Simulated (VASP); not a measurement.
Set up this calculation in VASP 6.6.1, as the native input.

| Property | Result |
| --- | --- |
| Task | single point |
| Functional | PBE |
| Potentials or basis | VASP PAW PBE potentials, release 64 (Sc_sv, La, P) |
| Cutoff | 520 eV |
| k mesh | 6 × 6 × 6 |
| Occupations | fermi-dirac, width 0.02 eV |
| Spin | no spin polarisation |
| Dipole correction | no |
| Further INCAR settings | ALGO = Normal; EDIFF = 1e-06; NBANDS = 24 |

The structure of LaScP2 lies in POSCAR:

```
LaScP2
1.0
    2.0197128741      1.1660817715      6.5536691555
   -2.0197128741      1.1660817715      6.5536691555
    0.0000000000     -2.3321635431      6.5536691555
Sc La P
1 1 2
Direct
    1.0000000000      0.0000000000      0.0000000000
    0.5000000000      0.5000000000      0.5000000000
    0.2598098302      0.2598098302      0.2598098302
    0.7401901698      0.7401901698      0.7401901698
```

The input as run:

INCAR

```
SYSTEM = LaScP2
  ALGO = Normal
  EDIFF = 1E-6
  ENCUT = 520
  GGA = PE
  ISIF = 2
  ISMEAR = -1
  LASPH = .True.
  LCHARG = .False.
  LREAL = .False.
  LWAVE = .False.
  NBANDS = 24
  NELM = 100
  PREC = Accurate
  SIGMA = 0.02
```

KPOINTS

```
k-points
0
Gamma
  6 6 6
  0 0 0
```

Potentials or basis: VASP PAW PBE potentials, release 64 (Sc_sv, La, P).

Run with:

```sh
$ cat potpaw_PBE.64/Sc_sv/POTCAR potpaw_PBE.64/La/POTCAR potpaw_PBE.64/P/POTCAR > POTCAR
$ mpirun -np 1 vasp_std > vasp.out
```

Results of the run:

```yaml
Pressure: -0.6 GPa
Largest_force: 0.012 eV/Å
Band_gap_on_the_k_mesh: zero (band 16 reaches 6.47 eV, above the bottom of band 17 at 5.75 eV)
```

Caveat: spin-orbit coupling is left out, which moves the levels of the heavy elements.

Wall time 2.7 min on 1 thread of Intel(R) Xeon(R) 6975P-C (Granite Rapids) (shared host), peak memory 0.45 GiB.
